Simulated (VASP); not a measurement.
Si4F:

```
Si F
1.0
    -2.46391    2.46391    3.82958
     2.46391   -2.46391    3.82958
     2.46391    2.46391   -3.82958
Si F
4 1
Direct
  0.50000 0.50000 0.50000
  0.00000 0.00000 0.50000
  0.50000 0.00000 0.00000
  0.00000 0.50000 0.00000
  0.50000 0.50000 0.00000
```

The cell was generated, and may not be a known phase.

```yaml
Program: VASP 6.6.1
Task: relaxation of cell and atoms
Functional: PBE
Potentials_or_basis: VASP PAW PBE potentials, release 64 (Si, F)
Cutoff: 600 eV
k_mesh: 12 × 12 × 12
Occupations: gaussian, width 0.1 eV
Spin: no spin polarisation
```

At the start: pressure -0.3 GPa; volume 18.60 Å³/atom.

Problem. Where does the relaxation end?

Solution. Over 9 steps the energy falls by 2.0 meV/atom and the volume is 19.00 Å³/atom (+2.2 %); space group I4/mmm (No. 139, to 0.1 Å) before and after.

The path:
```csv
step,energy change (eV),largest force (eV/Å),pressure (GPa),volume (Å³)
1,0.0000,0.0000,-0.27,93.00
2,-0.0029,0.0000,0.36,92.57
3,-0.0030,0.0000,0.52,92.46
4,-0.0057,0.0000,0.41,92.98
5,-0.0098,0.0000,0.15,94.53
6,-0.0100,0.0000,0.09,94.88
7,-0.0100,0.0000,0.09,94.95
8,-0.0100,0.0000,-0.13,95.12
9,-0.0101,0.0000,0.01,95.02
```

Final structure:
```cif
data_structure
_symmetry_space_group_name_H-M 'P 1'
_symmetry_Int_Tables_number 1
_cell_length_a 5.2667
_cell_length_b 5.2667
_cell_length_c 5.2667
_cell_angle_alpha 124.665
_cell_angle_beta 124.665
_cell_angle_gamma 82.093
_cell_volume 95.02
loop_
_atom_site_label
_atom_site_type_symbol
_atom_site_fract_x
_atom_site_fract_y
_atom_site_fract_z
_atom_site_occupancy
Si1 Si 0.50000 0.50000 0.50000 1
Si2 Si 0.00000 0.00000 0.50000 1
Si3 Si 0.50000 0.00000 0.00000 1
Si4 Si 0.00000 0.50000 0.00000 1
F1 F 0.50000 0.50000 0.00000 1
```

Caveat: an odd number of electrons without spin polarisation forces a metal; a magnetic or distorted state may lie lower.
